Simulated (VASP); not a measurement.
# Al13B3N16: single point with r2SCAN

The system is Al13B3N16.

```xyz
96
Lattice="9.0473 0.0000 0.0000 0.0000 10.4389 0.0000 0.0000 0.0000 9.6631" Properties=species:S:1:pos:R:3 pbc="T T T"
Al    1.5373    0.8872    2.4581
Al    1.5284    0.8767    7.1671
Al    4.4538    0.8413    2.4096
Al    4.4968    0.8523    7.2220
Al    2.9585    3.4575    2.4095
Al    2.9847    3.4902    7.2214
Al    1.4604    6.1315    2.3951
Al    1.4563    6.1259    7.2231
Al    0.0507    8.6441    2.3916
Al    0.0600    8.6426    7.2345
Al    7.5492    0.9442    2.3470
Al    7.5314    0.9722    7.2880
Al    6.0420    3.4762    2.2575
Al    6.0211    3.4614    7.3370
Al    4.4842    6.1171    2.3496
Al    4.5086    6.0938    7.2847
Al    7.6488    6.0456    2.3987
Al    7.6366    6.0519    7.2253
Al    5.9991    8.6909    2.4139
Al    5.9980    8.6867    7.2365
Al    0.0314    1.8035    4.8121
Al    9.0331    1.8078    9.6480
Al    3.0689    1.8025    9.6470
Al    1.4474    4.3305    4.8102
Al    1.4697    4.3979    9.6442
Al    5.9957    1.7652    4.8024
Al    4.5051    4.2884    4.8097
Al    2.9711    7.0062    4.8149
Al    2.9984    6.9753    9.6330
Al    1.5589    9.5185    4.8138
Al    1.5478    9.5006    9.6422
Al    7.6049    4.3514    4.8042
Al    7.5870    4.3271    9.6340
Al    6.0631    6.9379    4.8098
Al    6.0913    6.8891    0.0059
Al    4.4269    9.5927    4.8177
Al    4.5014    9.5859    9.6493
Al    7.5736    9.5360    4.8327
Al    7.5287    9.5676    9.6446
B     0.0124    3.4860    2.4262
B     0.0084    3.4808    7.2652
B     3.0045    8.7000    2.4278
B     3.0195    8.6984    7.2691
B     3.0084    1.7480    4.8664
B     0.0114    6.9539    4.8501
B     0.0069    6.9615    0.0173
B     5.9661    1.7479    0.0569
B     4.4888    4.3145    0.0473
N     0.0396    1.9408    1.8845
N     0.0082    1.9447    6.7147
N     2.9989    1.7441    1.8047
N     3.0247    1.7588    6.4929
N     1.3441    4.2893    1.8922
N     1.3343    4.2811    6.7208
N     0.0040    6.9648    1.6050
N     0.0014    6.9648    6.4365
N     5.9711    1.6944    1.6581
N     6.0016    1.7435    6.6462
N     4.4607    4.3599    1.6573
N     4.5239    4.3607    6.6575
N     2.9869    7.1624    1.8656
N     3.0132    7.1377    6.7367
N     1.6699    9.4964    1.8972
N     1.6864    9.4631    6.7156
N     7.7422    4.2288    1.8578
N     7.6964    4.2174    6.7390
N     6.0839    6.9080    1.8779
N     6.0658    6.9079    6.6941
N     4.3376    9.4577    1.8840
N     4.3380    9.4625    6.7179
N     7.5694    9.5880    1.8557
N     7.5799    9.6194    6.7281
N     1.6561    0.9373    4.3699
N     1.5141    0.8627    9.0630
N     0.0009    3.4809    4.0199
N     0.0255    3.4866    8.8566
N     4.3409    0.9819    4.3132
N     4.6795    0.9732    9.1282
N     2.9820    3.2963    4.3173
N     3.1439    3.6169    9.1302
N     1.3469    6.1737    4.3096
N     1.3369    6.2138    9.1309
N     0.0219    8.5018    4.2999
N     0.0012    8.5157    9.1331
N     7.5527    0.8683    4.2326
N     7.3597    1.0123    9.1866
N     6.0525    3.5135    4.1580
N     5.8824    3.4233    9.2587
N     4.4805    6.0540    4.2317
N     4.5394    5.8633    9.1823
N     3.0143    8.6884    4.0198
N     3.0510    8.6946    8.8646
N     7.7361    6.1840    4.3015
N     7.7395    6.1595    9.1243
N     5.9956    8.7314    4.2942
N     6.0060    8.6608    9.1099
```

```
Program             : VASP 6.6.1
Task                : single point
Functional          : r2SCAN
Potentials or basis : VASP PAW PBE potentials, release 64 (Al, B, N)
Cutoff              : 520 eV
k mesh              : 1 × 1 × 1, shifted
Occupations         : fermi-dirac, width 0.05 eV
Spin                : no spin polarisation
```

```yaml
Pressure: -1.1 GPa
Largest_force: 0.376 eV/Å
Band_gap_on_the_k_mesh: 5.42 eV
```

Forces on the atoms (eV/Å):
```
Al   0.102  0.063 -0.006
Al   0.051  0.035  0.031
Al  -0.084  0.039 -0.031
Al   0.038  0.040 -0.019
Al  -0.023 -0.090 -0.028
Al   0.038  0.013 -0.018
Al  -0.065  0.029 -0.014
Al  -0.064  0.039 -0.002
Al  -0.008 -0.022 -0.024
Al  -0.011 -0.018 -0.013
Al  -0.005 -0.028  0.018
Al  -0.066  0.006 -0.008
Al   0.020 -0.031  0.008
Al  -0.026 -0.051 -0.024
Al   0.051  0.032  0.029
Al   0.052 -0.036 -0.010
Al   0.007  0.038 -0.028
Al   0.008  0.028 -0.016
Al   0.006 -0.041  0.035
Al   0.005 -0.050  0.045
Al   0.007  0.025 -0.021
Al  -0.004  0.035 -0.015
Al   0.031  0.009  0.085
Al  -0.059 -0.036 -0.003
Al  -0.032  0.014 -0.006
Al  -0.005  0.022  0.053
Al   0.022  0.017  0.034
Al   0.002  0.019 -0.038
Al  -0.048  0.029  0.024
Al   0.063 -0.026  0.003
Al   0.015  0.000 -0.025
Al   0.028 -0.017 -0.045
Al   0.059 -0.005  0.033
Al   0.005  0.047  0.041
Al   0.028  0.041  0.060
Al  -0.007 -0.034 -0.020
Al   0.037 -0.051 -0.014
Al  -0.052 -0.006  0.027
Al  -0.062 -0.052  0.067
B   -0.011  0.002  0.038
B    0.004 -0.004  0.043
B    0.021  0.004  0.040
B    0.021  0.014  0.038
B   -0.004 -0.007  0.023
B   -0.025 -0.008  0.045
B   -0.009 -0.014  0.045
B   -0.049 -0.035  0.052
B   -0.051  0.000  0.046
N   -0.032 -0.324 -0.124
N   -0.010 -0.318 -0.118
N    0.007  0.005  0.004
N   -0.022 -0.014  0.319
N    0.278  0.152 -0.112
N    0.276  0.145 -0.120
N    0.014 -0.008  0.328
N    0.015 -0.011  0.324
N    0.032  0.024  0.279
N    0.017 -0.003  0.014
N    0.011  0.011  0.278
N   -0.026  0.001 -0.007
N    0.013 -0.329 -0.116
N   -0.003 -0.317 -0.111
N   -0.284  0.134 -0.114
N   -0.287  0.148 -0.128
N   -0.272  0.178 -0.126
N   -0.245  0.194 -0.099
N   -0.037 -0.003 -0.039
N   -0.025  0.010 -0.010
N    0.267  0.174 -0.115
N    0.256  0.169 -0.120
N   -0.001  0.005 -0.034
N    0.003 -0.016 -0.031
N   -0.277 -0.143 -0.131
N   -0.006  0.016 -0.019
N    0.011  0.001  0.333
N   -0.011 -0.004  0.320
N    0.279 -0.179 -0.122
N   -0.276 -0.151 -0.099
N    0.022  0.334 -0.120
N   -0.243 -0.170 -0.109
N    0.284 -0.150 -0.116
N    0.286 -0.174 -0.114
N    0.003  0.322 -0.118
N    0.026  0.313 -0.131
N    0.001  0.016 -0.004
N    0.315 -0.144 -0.147
N   -0.034 -0.025  0.039
N    0.258  0.127 -0.227
N   -0.005 -0.006 -0.012
N    0.004  0.330 -0.140
N   -0.015  0.011  0.337
N   -0.015  0.007  0.311
N   -0.258 -0.168 -0.121
N   -0.283 -0.160 -0.117
N    0.027 -0.009 -0.027
N    0.011  0.022 -0.021
```

Stress tensor (GPa, compression positive):
```
-1.14 -0.17 -0.16
-0.17 -1.11 -0.08
-0.16 -0.08 -0.99
```

Levels at points of the mesh, in eV from the valence-band top:
```tsv
k point	band 189	band 190	band 191	band 192	band 193	band 194	band 195	band 196
(0.25, 0.25, 0.25)	-0.21	-0.16	-0.02	0.00	5.42	5.50	5.61	5.90
```

Run time: 65 min on 1 thread of AMD EPYC 9R45 96-Core Processor (Zen 5), on a shared host, peak memory 1.2 GiB.

Caveat: the PAW data sets were made with another functional, which shifts forces and pressure a little; a shifted mesh leaves out Γ, where band edges can lie. A k mesh can miss the band edges.
